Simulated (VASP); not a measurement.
Set up this calculation in VASP 6.6.1, as the native input.

```yaml
Task: single point
Functional: PBE
Potentials_or_basis: VASP PAW PBE potentials, release 64 (Na_pv, Cl)
Cutoff: 520 eV
k_mesh: 8 × 8 × 8
Occupations: gaussian, width 0.1 eV
Spin: no spin polarisation
Dipole_correction: no
Further_INCAR_settings: ALGO = Normal; EDIFF = 1e-07; NBANDS = 14
```

The structure of NaCl lies in POSCAR:

```
NaCl
1.0
   -2.4361073756      2.4361073756      2.3949348751
    2.4361073756     -2.4361073756      2.3949348751
    2.4361073756      2.4361073756     -2.3949348751
Na Cl
1 1
Direct
    0.0000000000      0.0000000000      0.0000000000
    0.2500000000      0.7500000000      0.5000000000
```

The cell was generated, and may not be a known phase.

The input as run:

INCAR

```
SYSTEM = NaCl
ALGO = Normal ; EDIFF = 1E-7
ENCUT = 520 ; GGA = PE
ISIF = 2 ; ISMEAR = 0
LASPH = .TRUE. ; LCHARG = .FALSE.
LREAL = .FALSE. ; LWAVE = .FALSE.
NBANDS = 14 ; NELM = 100
PREC = Accurate ; SIGMA = 0.1
```

KPOINTS

```
k-points
0
G
  8 8 8
  0 0 0
```

Potentials or basis: VASP PAW PBE potentials, release 64 (Na_pv, Cl).

Command:

```console
$ cat potpaw_PBE.64/Na_pv/POTCAR potpaw_PBE.64/Cl/POTCAR > POTCAR
$ mpirun -np 1 vasp_std > vasp.out
```

Results of the run:

```
Pressure               : 0.0 GPa
Band gap on the k mesh : 4.66 eV
```

It took 25 s on 1 thread of AMD EPYC 9R45 96-Core Processor (Zen 5), with other jobs on the host, peak memory 0.16 GiB.
